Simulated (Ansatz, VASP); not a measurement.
Au: VASP beside Ansatz

Contents of INCAR:

```
ALGO = Normal ; EDIFF = 1E-6
ENCUT = 520 ; GGA = PE
ISIF = 2 ; ISMEAR = 0
LASPH = T ; LCHARG = F
LREAL = F ; LWAVE = F
NBANDS = 12 ; NELM = 80
PREC = Accurate ; SIGMA = 0.15
```

File KPOINTS:

```
k-points
0
Gamma
  24 24 24
```

POSCAR

```
Au
1.0
    0.0000000000      2.1102244230      2.1102244230
    2.1102244230      0.0000000000      2.1102244230
    2.1102244230      2.1102244230      0.0000000000
Au
1
Direct
    0.0000000000      0.0000000000      0.0000000000
```

Input for Ansatz:

```yaml
crystal:
  lattice:
    - [0.0, 2.110224423, 2.110224423]
    - [2.110224423, 0.0, 2.110224423]
    - [2.110224423, 2.110224423, 0.0]
  atoms:
    - { symbol: Au, position: [0.0, 0.0, 0.0] }
basis:
  ecutwfc: 420
kpoints:
  mp_grid: { grid: [24, 24, 24] }
hamiltonian:
  xc: pbe
scf:
  occupations: { method: gaussian, width: 0.15 }
output:
  forces: true
  stress: true
  eigenvalues: true
```

Change from the starting cell: strain +0.015 along x and y, +0.015 along z, atoms carried along.

Alike in both runs: task single point; functional PBE; k mesh 24 × 24 × 24; occupations gaussian, width 0.15 eV; no spin polarisation.

|  | VASP | Ansatz |
| --- | --- | --- |
| version | VASP 6.6.1 | Ansatz 0.2.0 |
| potentials or method | VASP PAW PBE potentials, release 64 (Au), cutoff 520 eV | scalar-relativistic, plane waves, PAW |
| valence electrons in the cell | 11 | 19 |

```csv
,VASP,Ansatz,Ansatz less VASP
gap on the k mesh at the Fermi level (eV),none,none,-
pressure (GPa),-5.7,-5.5,+0.19
```

A gap of «none» marks a metal or a gap that the smearing closes. VASP's potentials hold 11 valence electrons a cell and Ansatz's 19, so a difference there can come from the potentials and not from the codes.

Spin-orbit coupling is off throughout.
